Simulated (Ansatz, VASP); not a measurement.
**Two plane-wave programs on ZrCl5**

Contents of INCAR:

```
  PREC = Accurate
  ENCUT = 520
  EDIFF = 1E-7
  ISMEAR = 0
  SIGMA = 0.1
  LREAL = False
  LASPH = True
  NELM = 80
  ALGO = Normal
  ISIF = 2
  LWAVE = False
  LCHARG = True
  GGA = PE
  LELF = True
  LVHAR = True
  NBANDS = 32
```

File KPOINTS:

```
Automatic mesh
0
Gamma
  4 4 4
```

POSCAR

```
ZrCl5
1.0
    5.5587862600      0.0000000000      0.0000000000
    0.0000000000      5.5587862600      0.0000000000
    0.0000000000      0.0000000000      5.5587862600
Zr Cl
1 5
Direct
    0.0000000000      0.0000000000      0.0000000000
    0.7828246000      0.7828246000      0.7828246000
    0.2171754000      0.2171754000      0.7828246000
    0.2171754000      0.7828246000      0.2171754000
    0.7828246000      0.2171754000      0.2171754000
    0.5000000000      0.5000000000      0.5000000000
```

Input for Ansatz:

```yaml
crystal:
  lattice:
    - [5.55878626, 0.0, 0.0]
    - [0.0, 5.55878626, 0.0]
    - [0.0, 0.0, 5.55878626]
  atoms:
    - { symbol: Zr, position: [0.0, 0.0, 0.0] }
    - { symbol: Cl, position: [0.7828246, 0.7828246, 0.7828246] }
    - { symbol: Cl, position: [0.2171754, 0.2171754, 0.7828246] }
    - { symbol: Cl, position: [0.2171754, 0.7828246, 0.2171754] }
    - { symbol: Cl, position: [0.7828246, 0.2171754, 0.2171754] }
    - { symbol: Cl, position: [0.5, 0.5, 0.5] }
basis:
  ecutwfc: 420
kpoints:
  mp_grid: { grid: [4, 4, 4] }
hamiltonian:
  xc: pbe
scf:
  occupations: { method: gaussian, width: 0.1 }
  lower_state_search: "off"
output:
  forces: true
  stress: true
  eigenvalues: true
```

Alike in both runs: task single point; functional PBE; k mesh 4 × 4 × 4; occupations gaussian, width 0.1 eV; no spin polarisation.

|  | VASP | Ansatz |
| --- | --- | --- |
| version | VASP 6.6.1 | Ansatz 0.2.0 |
| potentials or method | VASP PAW PBE potentials, release 64 (Zr_sv, Cl), cutoff 520 eV | scalar-relativistic, plane waves, PAW |
| valence electrons in the cell | 47 | 47 |

|  | VASP | Ansatz | Ansatz less VASP |
| --- | --- | --- | --- |
| gap on the k mesh at the Fermi level (eV) | none | none | - |
| pressure (GPa) | 20.7 | 20.9 | +0.14 |
| rms of the force components (eV/Å) | 2.616 | 2.631 | +0.0151 |

Atom by atom the forces differ by 0.015 eV/Å (rms over components). A gap of «none» marks a metal or a gap that the smearing closes.
